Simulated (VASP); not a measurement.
A run of VASP 6.6.1:

INCAR

```
ALGO     = Normal         # electronic algorithm
EDIFF    = 1E-6           # SCF threshold, eV
ENCUT    = 520            # plane-wave cutoff, eV
GGA      = PS             # functional
ISIF     = 2              # what is computed and relaxed
ISMEAR   = 0              # smearing method
LASPH    = True           # aspherical terms in the spheres
LCHARG   = False          # write CHGCAR
LREAL    = False          # projectors in reciprocal space
LWAVE    = False          # write WAVECAR
NBANDS   = 26             # bands
NELM     = 60             # most SCF steps
PREC     = Accurate       # precision mode
SIGMA    = 0.02           # smearing width, eV
```

Contents of KPOINTS:

```
k-points
0
Gamma
  12 12 6
```

POSCAR

```
GaN
1.0
    3.1672160619     -0.0059465994     -0.0039749996
   -1.5887579371      2.7216004766      0.0114886635
   -0.0064575000      0.0178227000      5.1316977600
Ga N
2 2
Direct
    0.3252103771      0.6524144651     -0.0047328688
    0.6777918984      0.3380429143      0.4944618660
    0.3290954192      0.6499707118      0.3784727062
    0.6679036344      0.3595682776      0.8817982966
```

Potentials or basis: VASP PAW PBE potentials, release 64 (Ga_d, N).

Launch:

```sh
$ cat potpaw_PBE.64/Ga_d/POTCAR potpaw_PBE.64/N/POTCAR > POTCAR
$ mpirun -np 1 vasp_std > vasp.out
```

Hardware: 1 thread of Oxide Virtual Turin-like Processor, on a shared host.

**Question.** Estimate the wall time of this run.

**Answer.** Wall time 14 min on 1 thread of Oxide Virtual Turin-like Processor, with other jobs on the host, peak memory 0.45 GiB. Counts: scf iterations 14, k points 436.
